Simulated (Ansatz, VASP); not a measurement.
## AlInAsP3: VASP beside Ansatz

```
Al In P As
1.0
     5.84824    0.00000    0.00000
    -2.92412    5.06473    0.00000
     0.00000    0.00000    4.29990
Al In P As
1 1 3 1
Cartesian
  0.0000 3.3765 0.0000
  0.0000 0.0000 0.0000
  1.4550 4.2165 2.1499
  -1.4550 4.2165 2.1499
  0.0000 1.6964 2.1499
  2.9241 1.6882 0.0000
```

Change from the starting cell: species swapped into the LaAlCuNi3 type (P-6m2, No. 187).

Alike in both runs: task relaxation of cell and atoms; functional PBE; k mesh 3 × 3 × 4; occupations gaussian, width 0.1 eV; no spin polarisation.

|  | VASP | Ansatz |
| --- | --- | --- |
| version | VASP 6.6.1 | Ansatz 0.2.0 |
| potentials or method | VASP PAW PBE potentials, release 64 (Al, In_d, P, As), cutoff 500 eV | scalar-relativistic, plane waves, PAW |
| valence electrons in the cell | 36 | 46 |

```tsv
	VASP	Ansatz	Ansatz less VASP
gap on the k mesh at the Fermi level, each at its own relaxed structure (eV)	none	none	-
relaxed volume (Å³/atom)	19.16	19.00	-0.155
relaxed cell length with the largest relative difference (Å)	5.013	4.996	-0.0169
```

A gap of «none» marks a metal or a gap that the smearing closes. VASP's potentials hold 36 valence electrons a cell and Ansatz's 46, so a difference there can come from the potentials and not from the codes.

The k mesh is coarse, so the values compare programs but aren't converged.
